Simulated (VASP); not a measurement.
# Cu (Fm-3m) in VASP: a series of runs, part 2 of 2

VASP 6.6.1. Earlier steps stand in the parts before.

## Step 5: Relaxation of cell and atoms, PBEsol

This run uses another cell than the first one, of 11.81 Å³/atom.

File INCAR:

```
SYSTEM = Cu
PREC = Accurate
ENCUT = 600
EDIFF = 1E-7
ISMEAR = -1
SIGMA = 0.05
LREAL = .FALSE.
LASPH = .TRUE.
NELM = 120
ALGO = Normal
ISIF = 3
LWAVE = .FALSE.
LCHARG = .FALSE.
GGA = PS
IBRION = 2
NSW = 60
EDIFFG = -0.01
GGA_COMPAT = .FALSE.
NELMIN = 4
```

File KPOINTS:

```
Automatic mesh
0
G
  13 13 13
  0 0 0
```

File POSCAR:

```
Cu
1.0
    0.0000000000      1.8075000000      1.8075000000
    1.8075000000      0.0000000000      1.8075000000
    1.8075000000      1.8075000000      0.0000000000
Cu
1
Direct
    0.0000000000      0.0000000000      0.0000000000
```

Potentials or basis: VASP PAW PBE potentials, release 64 (Cu).

Run with:

```
$ cat potpaw_PBE.64/Cu/POTCAR > POTCAR
$ mpirun -np 1 vasp_std > vasp.out
```

OUTCAR:

```text
SYSTEM = Cu
   PREC = Accurate
   ENCUT = 600
   EDIFF = 1E-7
   ISMEAR = -1
   LREAL = .FALSE.
   LASPH = .TRUE.
   NELM = 120
   ISIF = 3
   GGA = PS
   IBRION = 2
   NSW = 60
   EDIFFG = -0.01
   NELMIN = 4

 ion  position               nearest neighbor table
   1  0.000  0.000  0.000-

  LATTYP: Found a face centered cubic cell.
 ALAT       =     3.6150000000

  Lattice vectors:

 A1 = (   0.0000000000,   1.8075000000,   1.8075000000)
 A2 = (   1.8075000000,   0.0000000000,   1.8075000000)
 A3 = (   1.8075000000,   1.8075000000,   0.0000000000)

Analysis of symmetry for initial positions (statically):
=====================================================================
 Subroutine PRICEL returns:
 Original cell was already a primitive cell.

 Routine SETGRP: Setting up the symmetry group for a
 face centered cubic supercell.

 Subroutine GETGRP returns: Found 48 space group operations
 (whereof 48 operations were pure point group operations)
 out of a pool of 48 trial point group operations.

The static configuration has the point symmetry O_h .

Analysis of symmetry for dynamics (positions and initial velocities):
=====================================================================
 Subroutine PRICEL returns:
 Original cell was already a primitive cell.
[... 164 lines left out ...]
  external PRESSURE =     -58.3555172 kB  Pullay stress =       0.0000000 kB
[... 57 lines left out ...]
--------------------------------------- Ionic step        3  -------------------------------------------

 number of electron      11.0000013 magnetization

 Free energy of the ion-electron system (eV)
  ---------------------------------------------------
  ext. energy  EPLUGINS =         0.00000000
  ---------------------------------------------------
  free energy    TOTEN  =        -4.31124067 eV

  energy without entropy =       -4.30852831  energy(sigma->0) =       -4.30988449

 E-fermi :   8.0661     XC(G=0): -13.1382

 val. band max:        7.8817856061   @ k =   0.4615   0.2308   0.0000
 cond. band min:       8.0816055366   @ k =   0.4615   0.3077   0.0000
 fundamental gap:      0.1998199305
 Fermi energy:         8.0661446696

 k-point     1 :       0.0000    0.0000    0.0000
  band No.  band energies     occupation
      1      -1.7985      2.00000
      2       4.7395      2.00000
      3       4.7395      2.00000
      4       4.7395      2.00000
      5       5.6230      2.00000
      6       5.6230      2.00000
      7      30.7892      0.00000
      8      33.7085      0.00000
      9      33.7085      0.00000
[... 265 lines left out ...]
 k-point    24 :       0.4615    0.1538    0.0000
  band No.  band energies     occupation
      1       2.8409      2.00000
      2       4.3512      2.00000
      3       4.7402      2.00000
      4       5.0347      2.00000
      5       6.2431      2.00000
      6       7.5433      1.99994
      7      14.1515      0.00000
      8      25.1170      0.00000
      9      26.5148      0.00000

 [... further k-points ...]

------------------------ aborting loop because EDIFF is reached ----------------------------------------

  FORCE on cell =-STRESS in cart. coord.  units (eV):
  Direction    XX          YY          ZZ          XY          YZ          ZX
  --------------------------------------------------------------------------------------
  -------------------------------------------------------------------------------------
  Total        0.0000742      0.0000742      0.0000742      0.0000000      0.0000000      0.0000000
  in kB        0.0104729      0.0104729      0.0104729      0.0000000      0.0000000      0.0000000
  external PRESSURE =       0.0104729 kB  Pullay stress =       0.0000000 kB
[... 16 lines left out ...]
  FREE ENERGIE OF THE ION-ELECTRON SYSTEM (eV)
  ---------------------------------------------------
  free  energy   TOTEN  =        -4.3112406747 eV

  energy  without entropy=       -4.3085283135  energy(sigma->0) =       -4.30988449

 reached required accuracy - stopping structural energy minimisation
```

CONTCAR:

```text
Cu
   1.00000000000000
    -0.0000000000000000    1.7840813967284443    1.7840813967284443
     1.7840813967284443    0.0000000000000000    1.7840813967284443
     1.7840813967284443    1.7840813967284443   -0.0000000000000000
  Cu
     1
Direct
     0.0000000000000000    0.0000000000000000    0.0000000000000000

  0.00000000E+00  0.00000000E+00  0.00000000E+00
```

Run time: 16 s. Hardware: 1 thread of AMD EPYC 7R13 (Zen 3), shared host; peak memory 0.1 GiB.

Results:

```yaml
Free_energy: -4.3112 eV
Relaxed_volume: 11.36 Å³/atom
Relaxed_cell: a = 2.523 Å, b = 2.523 Å, c = 2.523 Å, α = 60.00°, β = 60.00°, γ = 60.00°
Space_group_after_relaxing_to_0.1_Å: Fm-3m (No. 225)
Energy_gained_by_relaxing: 8.6 meV/atom
Ionic_steps: 3
Pressure_after_relaxing: 0.0 GPa
Band_gap_on_the_k_mesh: zero (an odd number of electrons rules out a gap without spin polarisation)
```

Step by step:
| step | energy change (eV) | largest force (eV/Å) | pressure (GPa) | volume (Å³) |
| --- | --- | --- | --- | --- |
| 1 | 0.0000 | 0.0000 | -5.84 | 11.81 |
| 2 | -0.0052 | 0.0000 | 4.15 | 11.09 |
| 3 | -0.0086 | 0.0000 | 0.00 | 11.36 |

Final structure:
```xyz
1
Lattice="0.0000 1.7841 1.7841 1.7841 0.0000 1.7841 1.7841 1.7841 0.0000" Properties=species:S:1:pos:R:3 pbc="T T T"
Cu    0.0000    0.0000    0.0000
```

Levels at points of the mesh, in eV from the Fermi level:
| k point | band 4 | band 5 | band 6 | band 7 | band 8 | band 9 |
| --- | --- | --- | --- | --- | --- | --- |
| (0.00, 0.00, 0.00) | -3.33 | -2.44 | -2.44 | 22.72 | 25.64 | 25.64 |

Caveat: the PAW data sets were made with another functional, which shifts forces and pressure a little.

## Step 6: Relaxation of cell and atoms, PBEsol, target pressure 2 GPa, at which the enthalpy is minimised

This run uses another cell than the first one, of 11.81 Å³/atom.

File INCAR:

```
SYSTEM = Cu
  PREC = Accurate
  ENCUT = 600
  EDIFF = 1E-7
  ISMEAR = -1
  SIGMA = 0.05
  LREAL = .False.
  LASPH = .True.
  NELM = 120
  ALGO = Normal
  ISIF = 3
  LWAVE = .False.
  LCHARG = .False.
  GGA = PS
  IBRION = 2
  NSW = 60
  EDIFFG = -0.01
  PSTRESS = 20.0
  GGA_COMPAT = .False.
  NELMIN = 4
```

File KPOINTS:

```
regular mesh
0
Gamma
  13 13 13
  0 0 0
```

POSCAR is that of step 5.

Potentials or basis: VASP PAW PBE potentials, release 64 (Cu).

Run with:

```
$ cat potpaw_PBE.64/Cu/POTCAR > POTCAR
$ mpirun -np 1 vasp_std > vasp.out
```

OUTCAR:

```text
SYSTEM = Cu
   PREC = Accurate
   ENCUT = 600
   EDIFF = 1E-7
   ISMEAR = -1
   LREAL = .False.
   LASPH = .True.
   NELM = 120
   ISIF = 3
   GGA = PS
   IBRION = 2
   NSW = 60
   EDIFFG = -0.01
   PSTRESS = 20.0
   NELMIN = 4

 ion  position               nearest neighbor table
   1  0.000  0.000  0.000-

  LATTYP: Found a face centered cubic cell.
 ALAT       =     3.6150000000

  Lattice vectors:

 A1 = (   0.0000000000,   1.8075000000,   1.8075000000)
 A2 = (   1.8075000000,   0.0000000000,   1.8075000000)
 A3 = (   1.8075000000,   1.8075000000,   0.0000000000)

Analysis of symmetry for initial positions (statically):
=====================================================================
 Subroutine PRICEL returns:
 Original cell was already a primitive cell.

[... 254 lines left out ...]
 cond. band min:       8.2370234176   @ k =   0.4615   0.3077   0.0000
 fundamental gap:      0.1995070953
 Fermi energy:         8.2203298278

 k-point     1 :       0.0000    0.0000    0.0000
  band No.  band energies     occupation
      1      -1.7393      2.00000
      2       4.8531      2.00000
      3       4.8531      2.00000
      4       4.8531      2.00000
      5       5.7528      2.00000
      6       5.7528      2.00000
      7      31.0336      0.00000
      8      34.0455      0.00000
      9      34.0455      0.00000
[... 265 lines left out ...]
 k-point    24 :       0.4615    0.1538    0.0000
  band No.  band energies     occupation
      1       2.9276      2.00000
      2       4.4550      2.00000
      3       4.8523      2.00000
      4       5.1532      2.00000
      5       6.3841      2.00000
      6       7.6935      1.99995
      7      14.3673      0.00000
      8      25.3868      0.00000
      9      26.8107      0.00000

 [... further k-points ...]

------------------------ aborting loop because EDIFF is reached ----------------------------------------

  FORCE on cell =-STRESS in cart. coord.  units (eV):
  Direction    XX          YY          ZZ          XY          YZ          ZX
  --------------------------------------------------------------------------------------
  -------------------------------------------------------------------------------------
  Total        0.1388948      0.1388948      0.1388948     -0.0000000     -0.0000000      0.0000000
  in kB       19.8244016     19.8244016     19.8244016     -0.0000000     -0.0000000      0.0000000
  external PRESSURE =      -0.1755984 kB  Pullay stress =      20.0000000 kB
[... 20 lines left out ...]
  energy  without entropy=       -4.3077224904  energy(sigma->0) =       -4.30907994

  enthalpy is  TOTEN    =        -4.1703123009 eV   P V=        0.1401250837

 reached required accuracy - stopping structural energy minimisation
```

OSZICAR:

```text
N       E                     dE             d eps       ncg     rms          rms(c)
DAV:   1     0.386868496947E+02    0.38687E+02   -0.62716E+03  1552   0.233E+03
DAV:   2    -0.487984958601E+01   -0.43567E+02   -0.41454E+02  1532   0.208E+02
DAV:   3    -0.538434676362E+01   -0.50450E+00   -0.50308E+00  1753   0.322E+01
[... 26 lines left out ...]
DAV:   4    -0.431051737489E+01    0.76919E-02   -0.16188E-02  2211   0.204E+00    0.781E-02
DAV:   5    -0.431044006420E+01    0.77311E-04   -0.61247E-04  1635   0.585E-01    0.194E-02
DAV:   6    -0.431043720914E+01    0.28551E-05   -0.11571E-05  2143   0.603E-02    0.203E-03
DAV:   7    -0.431043740569E+01   -0.19655E-06   -0.31026E-07   976   0.124E-02    0.126E-04
DAV:   8    -0.431043738462E+01    0.21071E-07   -0.17224E-08   815   0.195E-03
   3 F= -.41703123E+01 E0= -.41689549E+01  d E =-.151153E-01
```

CONTCAR:

```text
Cu
   1.00000000000000
    -0.0000000000000000    1.7771421140206227    1.7771421140206227
     1.7771421140206227    0.0000000000000000    1.7771421140206227
     1.7771421140206227    1.7771421140206227   -0.0000000000000000
  Cu
     1
Direct
     0.0000000000000000    0.0000000000000000    0.0000000000000000

  0.00000000E+00  0.00000000E+00  0.00000000E+00
```

Wall time 17 s (1 thread of AMD EPYC 7R13 (Zen 3), shared host); peak memory 0.1 GiB.

What came out:

```
Free energy                                                : -4.3104 eV
Relaxed volume                                             : 11.23 Å³/atom
Relaxed cell                                               : a = 2.513 Å, b = 2.513 Å, c = 2.513 Å, α = 60.00°, β = 60.00°, γ = 60.00°
Space group after relaxing (to 0.1 Å)                      : Fm-3m (No. 225)
Energy change on relaxing (the run minimises the enthalpy) : -7.8 meV/atom
Ionic steps                                                : 3
Pressure after relaxing                                    : 2.0 GPa
Band gap on the k mesh                                     : zero (an odd number of electrons rules out a gap without spin polarisation)
```

Step by step:
| step | energy change (eV) | largest force (eV/Å) | pressure (GPa) | volume (Å³) |
| --- | --- | --- | --- | --- |
| 1 | 0.0000 | 0.0000 | -5.84 | 11.81 |
| 2 | 0.0041 | 0.0000 | 8.46 | 10.85 |
| 3 | -0.0078 | 0.0000 | 1.98 | 11.23 |

Final structure:
```
CELL_PARAMETERS angstrom
0.00000 1.77714 1.77714
1.77714 0.00000 1.77714
1.77714 1.77714 0.00000
ATOMIC_POSITIONS crystal
Cu 0.00000 0.00000 0.00000
```

Caveat: the cell is relaxed towards a set pressure, so the run minimises the enthalpy, not the energy; the PAW data sets were made with another functional, which shifts forces and pressure a little.

## Step 7: The runs side by side

```csv
task,level,cell,gap on the mesh (eV),pressure (GPa)
single point,PBEsol+D3(BJ),"a = 2.482 Å, angles 60.0°, 1 atom",none,0.8
single point,PBEsol+D3(BJ),"a = 2.492 Å, angles 60.0°, 1 atom",none,-1.6
single point,PBEsol+D4,"a = 2.499 Å, angles 60.0°, 1 atom",none,0.8
relaxation of cell and atoms,PBEsol,"relaxed from a = 2.556 Å, angles 60.0°, 1 atom",none,0.0
relaxation of cell and atoms,PBEsol,"relaxed to 2 GPa from a = 2.556 Å, angles 60.0°, 1 atom",none,2.0
```

Alike in all rows: potentials or basis VASP PAW PBE potentials, release 64 (Cu); no spin polarisation; k mesh 13 × 13 × 13; cutoff (eV) 600; smearing fermi-dirac 0.05 eV.

Caveats: the PAW data sets were made with another functional, which shifts forces and pressure a little; three body term missing (at least some runs); the cell is relaxed towards a set pressure, so the run minimises the enthalpy, not the energy (at least some runs).

Total energies depend on the potentials used, so only differences within one code and one set of settings carry meaning.
